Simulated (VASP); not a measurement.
Set up this calculation in VASP 6.6.1, as the native input.

| Property | Result |
| --- | --- |
| Task | single point |
| Functional | LDA |
| Potentials or basis | VASP PAW LDA potentials, release 64 (W_sv) |
| Cutoff | 520 eV |
| k mesh | 16 × 16 × 12 |
| Occupations | gaussian, width 0.15 eV |
| Spin | no spin polarisation |
| Dipole correction | no |
| Further INCAR settings | ALGO = Fast; EDIFF = 1e-06; NBANDS = 21 |

The structure of W lies in POSCAR:

```
W
1.0
    0.0000000000     -1.9862702900     -1.9862702900
    0.0000000000      1.9862702900     -1.9862702900
    3.9725405800      0.0000000000      0.0000000000
W
2
Direct
    0.5203396286      0.4796603714      0.5000000000
   -0.0203396286      0.0203396286      0.0000000000
```

This cell differs from its parent crystal: atoms displaced along a vibrational mode.

One way to write it, as run:

INCAR

```
SYSTEM = W
  PREC = Accurate
  ENCUT = 520
  EDIFF = 1E-6
  ISMEAR = 0
  SIGMA = 0.15
  LREAL = .False.
  LASPH = .True.
  NELM = 80
  ALGO = Fast
  ISIF = 2
  LWAVE = .False.
  LCHARG = .False.
  GGA = CA
  NBANDS = 21
```

KPOINTS

```
regular mesh
0
Gamma
  16 16 12
  0 0 0
```

Potentials or basis: VASP PAW LDA potentials, release 64 (W_sv).

The run is started by

```bash
$ cat potpaw_LDA.64/W_sv/POTCAR > POTCAR
$ mpirun -np 1 vasp_std > vasp.out
```

It gave:

The pressure is 3.4 GPa. The largest force is 0.610 eV/Å and the band gap on the k mesh is zero (bands 14 and 15 overlap by 3.89 eV).

Caveat: the cell differs from its parent crystal (atoms displaced along a vibrational mode); the cell stands under pressure; spin-orbit coupling is left out, which moves the levels of the heavy elements.

Wall time 96 s on 1 thread of Intel(R) Xeon(R) 6975P-C (Granite Rapids) (shared host), peak memory 0.35 GiB.
